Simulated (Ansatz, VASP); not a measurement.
# One calculation of Os, two programs

INCAR

```
SYSTEM = Os
PREC = Accurate ; ENCUT = 520
EDIFF = 1E-6 ; ISMEAR = -1
SIGMA = 0.05 ; LREAL = .False.
LASPH = .True. ; NELM = 100
ALGO = Fast ; ISIF = 2
LWAVE = .False. ; LCHARG = .True.
GGA = PS ; LELF = .True.
LVHAR = .True. ; NBANDS = 15
```

KPOINTS

```
regular mesh
0
Gamma
  9 9 5
  0 0 0
```

The input POSCAR:

```
Os
1.0
    2.7614410000      0.0000000000      0.0000000000
   -1.3807205000      2.3914780571      0.0000000000
    0.0000000000      0.0000000000      4.3197000000
Os
2
Direct
    0.6666666667      0.3333333333      0.7500000000
    0.3333333333      0.6666666667      0.2500000000
```

The input input.yaml:

```yaml
crystal:
  lattice:
    - [2.761441, 0.0, 0.0]
    - [-1.3807205, 2.3914780571, 0.0]
    - [0.0, 0.0, 4.3197]
  atoms:
    - { symbol: Os, position: [0.6666666667, 0.3333333333, 0.75] }
    - { symbol: Os, position: [0.3333333333, 0.6666666667, 0.25] }
hamiltonian:
  xc: pbesol
  pseudopotentials: { kind: paw }
kpoints:
  mp_grid: { grid: [9, 9, 5] }
scf:
  occupations: { method: fermi_dirac, width: 0.05 }
output:
  forces: true
  stress: true
  eigenvalues: true
```

Alike in both runs: task single point; functional PBEsol; k mesh 9 × 9 × 5; occupations fermi-dirac, width 0.05 eV; no spin polarisation.

|  | VASP | Ansatz |
| --- | --- | --- |
| version | VASP 6.6.1 | Ansatz 0.2.0 |
| potentials or method | VASP PAW PBE potentials, release 64 (Os) | Ansatz PAW |
| plane-wave cutoff (eV) | 520 | 420 |
| valence electrons in the cell | 16 | 32 |

VASP gave:

| Quantity | Value |
| --- | --- |
| gap on the k mesh at the Fermi level (eV) | none |
| pressure (GPa) | -10.6 |
| traceless stress, the component that is largest in VASP (GPa) | 4.13 |

Q: Estimate Ansatz's values.

A: gap on the k mesh at the Fermi level (eV): none; pressure (GPa): -10.7; traceless stress, the component that is largest in VASP (GPa): 4.21.

VASP's potentials were made for PBE, not for PBEsol. A gap of «none» marks a metal or a gap that the smearing closes. With one functional, cell and mesh, what is left measures potentials, basis and numerics. VASP's potentials hold 16 valence electrons a cell and Ansatz's 32, so a difference there can come from the potentials and not from the codes.

Spin-orbit coupling is off throughout.
